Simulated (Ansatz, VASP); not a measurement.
Two plane-wave programs on Co

```
Co
1.0
     2.49304    0.00000    0.00000
    -1.24652    2.15904    0.00000
     0.00000    0.00000    4.03693
Co
2
Direct
  0.33333 0.66667 0.25000
  0.66667 0.33333 0.75000
```

Alike in both runs: functional PBE; k mesh 20 × 20 × 11; occupations fermi-dirac, width 0.1 eV; collinear spin.

Ansatz relaxed the structure, and its values are those at the end. VASP's run is a single point on that final structure, the one shown.

|  | VASP | Ansatz |
| --- | --- | --- |
| version | VASP 6.6.1 | Ansatz 0.2.0 |
| potentials or method | VASP PAW PBE potentials, release 64 (Co) | PAW with Ansatz's default frozen-core files, scalar-relativistic |
| plane-wave cutoff (eV) | 520 | 420 |
| valence electrons in the cell | 18 | 34 |

|  | VASP | Ansatz | Ansatz less VASP |
| --- | --- | --- | --- |
| pressure (GPa) | -0.7 | 0.0 | +0.73 |
| net moment per atom (μB) | 1.60 | 1.61 | +0.007 |
| size of the moment on the site where the two differ most (μB) | 1.62 | 1.68 | +0.062 |

Site moments also hang on the region over which each program counts them. VASP's potentials hold 18 valence electrons a cell and Ansatz's 34, so a difference there can come from the potentials and not from the codes.
